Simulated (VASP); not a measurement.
HfN, 2 atoms in the cell. Symmetry: F-43m, No. 216, cubic system. Conventional cell: a = 4.910 Å, b = 4.910 Å, c = 4.910 Å, α = 90.00°, β = 90.00°, γ = 90.00°. Within 2.8 Å of Hf (site symmetry -43m) lie 4 N at 2.13 Å. N (site symmetry -43m) has 4 Hf at 2.13 Å within 2.8 Å. 

```yaml
Program: VASP 6.6.1
Task: single point
Functional: PBEsol
Potentials_or_basis: VASP PAW PBE potentials, release 64 (Hf_pv, N)
Cutoff: 520 eV
k_mesh: 5 × 5 × 5
Occupations: methfessel-paxton, width 0.15 eV
Spin: no spin polarisation
Dipole_correction: no
Further_INCAR_settings: ALGO = Normal; EDIFF = 1e-06; NBANDS = 14
```

Potentials or basis: VASP PAW PBE potentials, release 64 (Hf_pv, N).

Run with:

```console
$ cat potpaw_PBE.64/Hf_pv/POTCAR potpaw_PBE.64/N/POTCAR > POTCAR
$ mpirun -np 1 vasp_std > vasp.out
```

Hardware: 1 thread of Intel(R) Xeon(R) Platinum 8488C (Sapphire Rapids), on a shared host.

Task: How long does it take, and how much memory?

Result: It took 5.6 s on 1 thread of Intel(R) Xeon(R) Platinum 8488C (Sapphire Rapids), with other jobs on the host, peak memory 0.15 GiB. Counts: scf iterations 13, k points 10.
